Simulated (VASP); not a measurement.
Input of a VASP 6.6.1 run:

Contents of INCAR:

```
  PREC = Accurate
  ENCUT = 910
  EDIFF = 1E-6
  ISMEAR = 0
  SIGMA = 0.05
  LREAL = False
  LASPH = True
  NELM = 120
  ALGO = Normal
  ISIF = 2
  LWAVE = False
  LCHARG = False
  GGA = PS
  NBANDS = 16
  GGA_COMPAT = False
```

KPOINTS

```
regular mesh
0
Gamma
  9 9 9
```

The input POSCAR:

```
SrC2
1.0
    2.6431918799      1.5260475434      2.3066623887
   -2.6431918799      1.5260475434      2.3066623887
    0.0000000000     -3.0520950868      2.3066623887
Sr C
1 2
Direct
    0.0000000000      0.0000000000      0.0000000000
    0.5915580000      0.5915580000      0.5915580000
    0.4084420000      0.4084420000      0.4084420000
```

Potentials or basis: VASP PAW PBE potentials, release 64 (Sr_sv, C_h).

Run with:

```sh
$ cat potpaw_PBE.64/Sr_sv/POTCAR potpaw_PBE.64/C_h/POTCAR > POTCAR
$ mpirun -np 1 vasp_std > vasp.out
```

Estimate the largest force.

0.141 eV/Å.

What does it give for the pressure?

-5.6 GPa.

Stress tensor (GPa, compression positive):
```
-6.10  0.00  0.00
 0.00 -6.10  0.00
 0.00  0.00 -4.57
```

Caveat: the cell differs from its parent crystal (strain +0.0500 x Voigt [1, 1, 0, 0, 0, 0]); the cutoff is under 1.25 times the usual one of these potentials, so pressure, stress and relaxed cells hold a basis-set (Pulay) error; the cell stands under tension; the PAW data sets were made with another functional, which shifts forces and pressure a little.
